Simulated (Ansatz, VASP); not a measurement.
## NiO in VASP and in Ansatz

```
Ni O
1.0
     0.00000    1.74248    4.92683
    -1.50903   -0.87124    4.92683
     1.50903   -0.87124    4.92683
Ni O
2 2
Direct
  0.50000 0.50000 0.50000
  0.00000 0.00000 0.00000
  0.25000 0.25000 0.25000
  0.75000 0.75000 0.75000
```

Alike in both runs: task single point; functional PBE; k mesh 10 × 10 × 10; occupations gaussian, width 0.05 eV; collinear spin; Hubbard terms Ni d U = 6.2 eV.

|  | VASP | Ansatz |
| --- | --- | --- |
| version | VASP 6.6.1 | Ansatz 0.2.0 |
| potentials or method | VASP PAW PBE potentials, release 64 (Ni, O), cutoff 520 eV | scalar-relativistic, plane waves, PAW |
| valence electrons in the cell | 32 | 48 |

|  | VASP | Ansatz | Ansatz less VASP |
| --- | --- | --- | --- |
| gap on the k mesh at the Fermi level (eV) | 2.95 | 2.69 | -0.265 |
| least direct gap on the mesh (eV) | 3.60 | 3.44 | -0.159 |
| pressure (GPa) | -9.7 | -2.1 | +7.60 |
| net moment per atom (μB) | 0.00 | 0.00 | 0.000 |
| size of the moment on the site where the two differ most (μB) | 1.76 | 1.69 | -0.072 |

Site moments also hang on the region over which each program counts them. The programs project onto different local orbitals, so the same U acts differently, and such runs can settle in different states. VASP's potentials hold 32 valence electrons a cell and Ansatz's 48, so a difference there can come from the potentials and not from the codes. Ansatz's warnings: stability check not made.
